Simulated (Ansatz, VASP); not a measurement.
## GaP: VASP beside Ansatz

File INCAR:

```
PREC = Accurate
ENCUT = 520
EDIFF = 1E-8
ISMEAR = -1
SIGMA = 0.03
LREAL = False
LASPH = True
NELM = 80
ALGO = Normal
ISIF = 2
LWAVE = False
LCHARG = False
GGA = PE
LEFG = True
NBANDS = 16
```

The input KPOINTS:

```
Automatic mesh
0
Gamma
  13 13 13
```

File POSCAR:

```
GaP
1.0
    0.0000000000      2.7802685117      2.7802685117
    2.7802685117      0.0000000000      2.7802685117
    2.7802685117      2.7802685117      0.0000000000
Ga P
1 1
Direct
    0.0000000000      0.0000000000      0.0000000000
    0.2500000000      0.2500000000      0.2500000000
```

Input for Ansatz:

```yaml
crystal:
  lattice:
    - [0.0, 2.7802685117, 2.7802685117]
    - [2.7802685117, 0.0, 2.7802685117]
    - [2.7802685117, 2.7802685117, 0.0]
  atoms:
    - { symbol: Ga, position: [0.0, 0.0, 0.0] }
    - { symbol: P, position: [0.25, 0.25, 0.25] }
kpoints:
  mp_grid: { grid: [13, 13, 13] }
scf:
  occupations: { method: fermi_dirac, width: 0.03 }
hamiltonian:
  xc: pbe
  pseudopotentials: { kind: paw }
output:
  forces: true
  stress: true
  eigenvalues: true
  efg: { contact_densities: true }
  write_density: true
  write_potential: true
  elf: true
  volumetric_format: npy
```

Change from the starting cell: volume scaled by 1.03, PAW files.

Alike in both runs: task electric field gradients; functional PBE; k mesh 13 × 13 × 13; occupations fermi-dirac, width 0.03 eV; no spin polarisation.

```csv
,VASP,Ansatz
version,VASP 6.6.1,Ansatz 0.2.0
potentials or method,"VASP PAW PBE potentials, release 64 (Ga_d, P)","PAW with Ansatz's default frozen-core files, scalar-relativistic"
plane-wave cutoff (eV),520,420
valence electrons in the cell,18,18
```

```csv
,VASP,Ansatz,Ansatz less VASP
gap on the k mesh at the Fermi level (eV),1.34,1.34,+0.003
pressure (GPa),-2.1,-2.1,0.00
```
